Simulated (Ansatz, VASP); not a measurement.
## Ti: VASP beside Ansatz

```
Ti
1.0
     2.90018    0.00014    0.00001
    -1.44997    2.51141   -0.00001
     0.00001   -0.00001    4.59481
Ti
2
Direct
  0.33322 0.66661 0.24999
  0.66678 0.33339 0.75001
```

Change from the starting cell: all atoms moved at random, sigma 0.4 Å a component; relaxed back.

Alike in both runs: functional PBEsol; k mesh 12 × 12 × 8; occupations gaussian, width 0.15 eV; no spin polarisation.

Ansatz relaxed the structure, and its values are those at the end. VASP's run is a single point on that final structure, the one shown.

|  | VASP | Ansatz |
| --- | --- | --- |
| version | VASP 6.6.1 | Ansatz 0.2.0 |
| potentials or method | VASP PAW PBE potentials, release 64 (Ti_sv), cutoff 520 eV | scalar-relativistic, plane waves, PAW |
| valence electrons in the cell | 24 | 24 |

|  | VASP | Ansatz | Ansatz less VASP |
| --- | --- | --- | --- |
| gap on the k mesh at the Fermi level (eV) | none | none | - |
| pressure (GPa) | -0.5 | 0.0 | +0.47 |

VASP's potentials were made for PBE, not for PBEsol. A gap of «none» marks a metal or a gap that the smearing closes. With one functional, cell and mesh, what is left measures potentials, basis and numerics.
